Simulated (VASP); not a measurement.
Write the native input for VASP 6.6.1 that does the following.

```
Task                   : single point
Functional             : RPBE
Potentials or basis    : VASP PAW PBE potentials, release 64 (Pb_d, Se)
Cutoff                 : 520 eV
k mesh                 : 6 × 6 × 6
Occupations            : gaussian, width 0.01 eV
Spin                   : no spin polarisation
Dipole correction      : no
Further INCAR settings : ALGO = Normal; EDIFF = 1e-07; NBANDS = 17
```

The structure of PbSe (Clausthalite) lies in POSCAR:

```
PbSe
1.0
    0.0000000000      3.1476663514      3.1476663514
    3.1476663514      0.0000000000      3.1476663514
    3.1476663514      3.1476663514      0.0000000000
Pb Se
1 1
Direct
    0.0000000000      0.0000000000      0.0000000000
    0.5000000000      0.5000000000      0.5000000000
```

The input as run:

INCAR

```
PREC     = Accurate       # precision mode
ENCUT    = 520            # plane-wave cutoff, eV
EDIFF    = 1E-7           # SCF threshold, eV
ISMEAR   = 0              # smearing method
SIGMA    = 0.01           # smearing width, eV
LREAL    = F              # projectors in reciprocal space
LASPH    = T              # aspherical terms in the spheres
NELM     = 100            # most SCF steps
ALGO     = Normal         # electronic algorithm
ISIF     = 2              # what is computed and relaxed
LWAVE    = F              # write WAVECAR
LCHARG   = T              # write CHGCAR
GGA      = RP             # functional
LELF     = T              # ELF
LVHAR    = T            
NBANDS   = 17             # bands
```

KPOINTS

```
Automatic mesh
0
Gamma
  6 6 6
```

Potentials or basis: VASP PAW PBE potentials, release 64 (Pb_d, Se).

Launch:

```bash
$ cat potpaw_PBE.64/Pb_d/POTCAR potpaw_PBE.64/Se/POTCAR > POTCAR
$ mpirun -np 1 vasp_std > vasp.out
```

Results of the run:

| Item | Value |
| --- | --- |
| Pressure | 0.0 GPa |
| Band gap on the k mesh | 0.63 eV, direct |

Caveat: the PAW data sets were made with another functional, which shifts forces and pressure a little; spin-orbit coupling is left out, which moves the levels of the heavy elements.

Wall time 15 s on 1 thread of Intel Xeon 6975P-C, on a shared host, peak memory 0.2 GiB.
